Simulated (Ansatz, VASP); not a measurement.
# C: VASP beside Ansatz

Contents of POSCAR:

```
C
1.0
    2.4386883276     -4.3694582406      0.0000000000
    2.4386883276      4.3694582406      0.0000000000
    0.0000000000      0.0000000000      2.5047085935
C
8
Direct
    0.6481731446      0.9813388589      0.0000000000
    0.3518268554      0.0186611411      0.0000000000
    0.0186611411      0.3518268554      0.0000000000
    0.9813388589      0.6481731446      0.0000000000
    0.4047354045      0.2263276525      0.5000000000
    0.5952645955      0.7736723475      0.5000000000
    0.7736723475      0.5952645955      0.5000000000
    0.2263276525      0.4047354045      0.5000000000
```

File INCAR.step1:

```
PREC = Accurate ; ENCUT = 520
ISMEAR = 0 ; SIGMA = 0.05
LREAL = F ; LASPH = T
NELM = 80 ; NBANDS = 26
GGA = PE ; ALGO = Normal
EDIFF = 1E-4 ; LWAVE = T
LCHARG = F
```

File INCAR.step2:

```
PREC = Accurate ; ENCUT = 520
EDIFF = 1E-6 ; ISMEAR = 0
SIGMA = 0.05 ; LREAL = F
LASPH = T ; NELM = 80
ALGO = Normal ; ISIF = 2
LWAVE = F ; LCHARG = T
METAGGA = R2SCAN ; LMIXTAU = T
LELF = T ; LVHAR = T
NBANDS = 26 ; ISTART = 1
```

File KPOINTS:

```
Automatic mesh
0
Gamma
  6 6 10
```

Input for Ansatz:

```yaml
crystal:
  lattice:
    - [2.4386883276, -4.3694582406, 0.0]
    - [2.4386883276, 4.3694582406, 0.0]
    - [0.0, 0.0, 2.5047085935]
  atoms:
    - { symbol: C, position: [0.6481731446, 0.9813388589, 0.0] }
    - { symbol: C, position: [0.3518268554, 0.0186611411, 0.0] }
    - { symbol: C, position: [0.0186611411, 0.3518268554, 0.0] }
    - { symbol: C, position: [0.9813388589, 0.6481731446, 0.0] }
    - { symbol: C, position: [0.4047354045, 0.2263276525, 0.5] }
    - { symbol: C, position: [0.5952645955, 0.7736723475, 0.5] }
    - { symbol: C, position: [0.7736723475, 0.5952645955, 0.5] }
    - { symbol: C, position: [0.2263276525, 0.4047354045, 0.5] }
basis:
  ecutwfc: 500
kpoints:
  mp_grid: { grid: [6, 6, 10] }
hamiltonian:
  xc: r2scan
scf:
  occupations: { method: gaussian, width: 0.05 }
output:
  forces: true
  stress: true
  eigenvalues: true
```

Change from the starting cell: strain +0.1500 x Voigt [1, 0, 0, 0, 0, 0], atoms carried along.

Alike in both runs: task single point; functional r2SCAN; k mesh 6 × 6 × 10; occupations gaussian, width 0.05 eV; no spin polarisation.

|  | VASP | Ansatz |
| --- | --- | --- |
| version | VASP 6.6.1 | Ansatz 0.2.0 |
| potentials or method | VASP PAW PBE potentials, release 64 (C), cutoff 520 eV | scalar-relativistic, plane waves, PAW |
| valence electrons in the cell | 32 | 32 |

Ansatz gave:

```
gap on the k mesh at the Fermi level (eV)                     : 1.43
least direct gap on the mesh (eV)                             : 2.04
pressure (GPa)                                                : -37.8
traceless stress, the component that is largest in VASP (GPa) : -65.59
rms of the force components (eV/Å)                            : 0.773
```

**Question.** Estimate VASP's values.

**Answer.** gap on the k mesh at the Fermi level (eV): 1.40; least direct gap on the mesh (eV): 2.01; pressure (GPa): -37.0; traceless stress, the component that is largest in VASP (GPa): -65.80; rms of the force components (eV/Å): 0.757.

VASP's potentials were made for PBE, not for r2SCAN. Atom by atom the forces differ by 0.018 eV/Å (rms over components). Both programs put the cell under strong tension, so it lies far from rest at this level. With one functional, cell and mesh, what is left measures potentials, basis and numerics.

Noted on VASP's run: the cell as given lies far from equilibrium.
